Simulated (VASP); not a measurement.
PbSe, 2 atoms in the cell. Symmetry: Pm-3m, No. 221, cubic system. The conventional cell has a = 3.780 Å, b = 3.780 Å, c = 3.780 Å, α = 90.00°, β = 90.00°, γ = 90.00°. Within 4.3 Å of Pb (site symmetry m-3m) lie 8 Se at 3.27 Å and 6 Pb at 3.78 Å. Se (site symmetry m-3m) has 8 Pb at 3.27 Å and 6 Se at 3.78 Å within 4.3 Å. 

* Program: VASP 6.6.1
* Task: relaxation of cell and atoms
* Functional: r2SCAN
* Potentials or basis: VASP PAW PBE potentials, release 64 (Pb_d, Se)
* Cutoff: 600 eV
* k mesh: 6 × 6 × 6
* Occupations: fermi-dirac, width 0.02 eV
* Spin: no spin polarisation
* Dipole correction: no
* Further INCAR settings: ALGO = Normal; EDIFF = 1e-06; IBRION = 2; EDIFFG = -0.005; NSW = 80; ISIF = 3

Potentials or basis: VASP PAW PBE potentials, release 64 (Pb_d, Se).

Launch:

```sh
$ cat potpaw_PBE.64/Pb_d/POTCAR potpaw_PBE.64/Se/POTCAR > POTCAR
$ cp INCAR.step1 INCAR
$ mpirun -np 1 vasp_std > vasp.out
$ cp INCAR.step2 INCAR
$ mpirun -np 1 vasp_std > vasp.out
```

Hardware: 1 thread of Intel Xeon 6975P-C (shared host).

Q: How long does it take, and how much memory?

A: Wall time 110 s on 1 thread of Intel Xeon 6975P-C (shared host), peak memory 0.19 GiB. Counts: k points 20, ion steps 3.
